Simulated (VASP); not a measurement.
Wanted: the native input for a VASP 6.6.1 run.

```yaml
Task: single point
Functional: r2SCAN
Potentials_or_basis: VASP PAW PBE potentials, release 64 (K_sv, Cl)
Cutoff: 520 eV
k_mesh: 6 × 6 × 6
Occupations: gaussian, width 0.01 eV
Spin: no spin polarisation
Dipole_correction: no
Further_INCAR_settings: ALGO = Normal; EDIFF = 1e-06; NBANDS = 15
```

Crystal: KCl.

```xyz
2
Lattice="0.0000 3.5761 3.5761 3.5761 0.0000 3.5761 3.5761 3.5761 0.0000" Properties=species:S:1:pos:R:3 pbc="T T T"
K     0.0000    0.0000    0.0000
Cl    1.7880    1.7880    1.7880
```

This cell differs from its parent crystal: volume changed by +6%.

One way to write it, as run:

POSCAR

```
KCl
1.0
    0.0000000000      3.5760705537      3.5760705537
    3.5760705537      0.0000000000      3.5760705537
    3.5760705537      3.5760705537      0.0000000000
K Cl
1 1
Direct
    0.0000000000      0.0000000000      0.0000000000
    0.2500000000      0.2500000000      0.2500000000
```

INCAR.step1

```
  PREC = Accurate
  ENCUT = 520
  ISMEAR = 0
  SIGMA = 0.01
  LREAL = False
  LASPH = True
  NELM = 60
  NBANDS = 15
  GGA = PE
  ALGO = Normal
  EDIFF = 1E-4
  LWAVE = True
  LCHARG = False
```

INCAR.step2

```
  PREC = Accurate
  ENCUT = 520
  EDIFF = 1E-6
  ISMEAR = 0
  SIGMA = 0.01
  LREAL = False
  LASPH = True
  NELM = 60
  ALGO = Normal
  ISIF = 2
  LWAVE = False
  LCHARG = False
  METAGGA = R2SCAN
  LMIXTAU = True
  NBANDS = 15
  ISTART = 1
```

KPOINTS

```
Automatic mesh
0
Gamma
  6 6 6
```

Potentials or basis: VASP PAW PBE potentials, release 64 (K_sv, Cl).

The run is started by

```sh
$ cat potpaw_PBE.64/K_sv/POTCAR potpaw_PBE.64/Cl/POTCAR > POTCAR
$ cp INCAR.step1 INCAR
$ mpirun -np 1 vasp_std > vasp.out
$ cp INCAR.step2 INCAR
$ mpirun -np 1 vasp_std > vasp.out
```

It gave:

```json
{
  "Pressure": "-0.6 GPa",
  "Band gap on the k mesh": "5.25 eV, indirect (least direct gap 5.28 eV)"
}
```

Caveat: the PAW data sets were made with another functional, which shifts forces and pressure a little.

Run time: 74 s on 1 thread of Intel(R) Xeon(R) Platinum 8559C (Emerald Rapids), with other jobs on the host, peak memory 0.26 GiB.
